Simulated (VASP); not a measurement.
Input of a VASP 6.6.1 run:

The input INCAR:

```
SYSTEM = NiSb
  PREC = Accurate
  ENCUT = 520
  EDIFF = 1E-7
  ISMEAR = 0
  SIGMA = 0.1
  LREAL = .False.
  LASPH = .True.
  NELM = 100
  ALGO = Normal
  ISIF = 2
  LWAVE = .False.
  LCHARG = .False.
  GGA = PE
  NBANDS = 23
```

KPOINTS

```
regular mesh
0
Gamma
  18 18 10
  0 0 0
```

The input POSCAR:

```
NiSb
1.0
    3.9424572827      0.0000000000      0.0000000000
   -1.9712286413      3.4142681602      0.0000000000
    0.0000000000      0.0000000000      5.3115851142
Ni Sb
2 2
Direct
    0.0000000000      0.0000000000      0.0000000000
    0.0000000000      0.0000000000      0.5000000000
    0.3333333330      0.6666666670      0.2500000000
    0.6666666670      0.3333333330      0.7500000000
```

Potentials or basis: VASP PAW PBE potentials, release 64 (Ni, Sb).

The run is started by

```sh
$ cat potpaw_PBE.64/Ni/POTCAR potpaw_PBE.64/Sb/POTCAR > POTCAR
$ mpirun -np 1 vasp_std > vasp.out
```

(1) What does it give for the band gap on the k mesh?

(2) Predict the pressure.

Results:

(1) zero (bands 15 and 16 overlap by 3.30 eV).

(2) -1.4 GPa.

Caveat: the cell differs from its parent crystal (uniaxial strain along c: +3.0 %, then relaxed in part); spin-orbit coupling is left out, which moves the levels of the heavy elements.
